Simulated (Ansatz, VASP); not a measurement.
# MgO in VASP and in Ansatz

File INCAR:

```
SYSTEM = MgO
PREC = Accurate ; ENCUT = 600
EDIFF = 1E-6 ; ISMEAR = 0
SIGMA = 0.1 ; LREAL = .False.
LASPH = .True. ; NELM = 120
ALGO = Normal ; ISIF = 2
LWAVE = .False. ; LCHARG = .True.
GGA = PE ; LELF = .True.
LVHAR = .True. ; NBANDS = 11
GGA_COMPAT = .False.
```

KPOINTS

```
regular mesh
0
Gamma
  9 9 9
  0 0 0
```

Contents of POSCAR:

```
MgO
1.0
    0.0000000000      2.1080000000      2.1080000000
    2.1080000000      0.0000000000      2.1080000000
    2.1080000000      2.1080000000      0.0000000000
Mg O
1 1
Direct
    0.0000000000      0.0000000000      0.0000000000
    0.5000000000      0.5000000000      0.5000000000
```

Input for Ansatz:

```yaml
crystal:
  lattice:
    - [0.0, 2.108, 2.108]
    - [2.108, 0.0, 2.108]
    - [2.108, 2.108, 0.0]
  atoms:
    - { symbol: Mg, position: [0.0, 0.0, 0.0] }
    - { symbol: O, position: [0.5, 0.5, 0.5] }
hamiltonian:
  xc: pbe
  pseudopotentials: { kind: paw }
basis:
  ecutwfc: 600
kpoints:
  mp_grid: { grid: [9, 9, 9] }
scf:
  occupations: { method: gaussian, width: 0.1 }
  lower_state_search: "off"
output:
  forces: true
  stress: true
```

Alike in both runs: task single point; functional PBE; k mesh 9 × 9 × 9; occupations gaussian, width 0.1 eV; no spin polarisation.

|  | VASP | Ansatz |
| --- | --- | --- |
| version | VASP 6.6.1 | Ansatz 0.2.0 |
| potentials or method | VASP PAW PBE potentials, release 64 (Mg, O), cutoff 600 eV | PAW, plane waves, scalar-relativistic |
| valence electrons in the cell | 8 | 16 |

Ansatz gave:

```
pressure (GPa) : 4.2
```

**Question.** Estimate VASP's values.

**Answer.** Pressure (GPa): 3.2.

With one functional, cell and mesh, what is left measures potentials, basis and numerics. VASP's potentials hold 8 valence electrons a cell and Ansatz's 16, so a difference there can come from the potentials and not from the codes.
